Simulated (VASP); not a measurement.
Write the native input for VASP 6.6.1 that does the following.

```yaml
Task: single point
Functional: PBE
Potentials_or_basis: VASP PAW PBE potentials, release 64 (In_d)
Cutoff: 500 eV
k_mesh: 16 × 16 × 16
Occupations: gaussian, width 0.1 eV
Spin: no spin polarisation
Dipole_correction: no
Further_INCAR_settings: ALGO = Normal; EDIFF = 1e-06; NBANDS = 12
```

The structure of In lies in POSCAR:

```
In
1.0
   -1.8706276805      1.8706276805      1.8706276805
    1.8706276805     -1.8706276805      1.8706276805
    1.8706276805      1.8706276805     -1.8706276805
In
1
Direct
    0.0000000000      0.0000000000      0.0000000000
```

This cell differs from its parent crystal: strained.

The input as run:

INCAR

```
SYSTEM = In
ALGO = Normal
EDIFF = 1E-6
ENCUT = 500
GGA = PE
GGA_COMPAT = .FALSE.
ISIF = 2
ISMEAR = 0
LASPH = .TRUE.
LCHARG = .TRUE.
LELF = .TRUE.
LREAL = .FALSE.
LVHAR = .TRUE.
LWAVE = .FALSE.
NBANDS = 12
NELM = 120
PREC = Accurate
SIGMA = 0.1
```

KPOINTS

```
k-points
0
G
  16 16 16
  0 0 0
```

Potentials or basis: VASP PAW PBE potentials, release 64 (In_d).

Run with:

```sh
$ cat potpaw_PBE.64/In_d/POTCAR > POTCAR
$ mpirun -np 1 vasp_std > vasp.out
```

Results of the run:

```yaml
Pressure: 2.5 GPa
```

Caveat: the cell differs from its parent crystal (strained).

Wall time 38 s on 1 thread of AMD EPYC 7R13 (shared host), peak memory 0.14 GiB.
